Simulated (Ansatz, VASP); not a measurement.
**Two plane-wave programs on BN**

```
B N
1.0
     2.54800    0.00000    0.00000
    -1.27400    2.20663    0.00000
     0.00000    0.00000    8.37536
B N
4 4
Direct
  0.00000 0.00000 0.00039
  0.33333 0.66667 0.24969
  0.00000 0.00000 0.50039
  0.66667 0.33333 0.74969
  0.00000 0.00000 0.18699
  0.33333 0.66667 0.43793
  0.00000 0.00000 0.68699
  0.66667 0.33333 0.93793
```

Alike in both runs: task single point; functional r2SCAN; k mesh 12 × 12 × 4; no spin polarisation.

|  | VASP | Ansatz |
| --- | --- | --- |
| version | VASP 6.6.1 | Ansatz 0.2.0 |
| potentials or method | VASP PAW PBE potentials, release 64 (B, N) | plane waves, PAW |
| plane-wave cutoff (eV) | 520 | 500 |
| occupations | gaussian, width 0.01 eV | fixed |
| valence electrons in the cell | 32 | 32 |

```csv
,VASP,Ansatz,Ansatz less VASP
gap on the k mesh at the Fermi level (eV),6.06,6.08,+0.019
pressure (GPa),1.1,0.0,-1.10
```

VASP's potentials were made for PBE, not for r2SCAN.
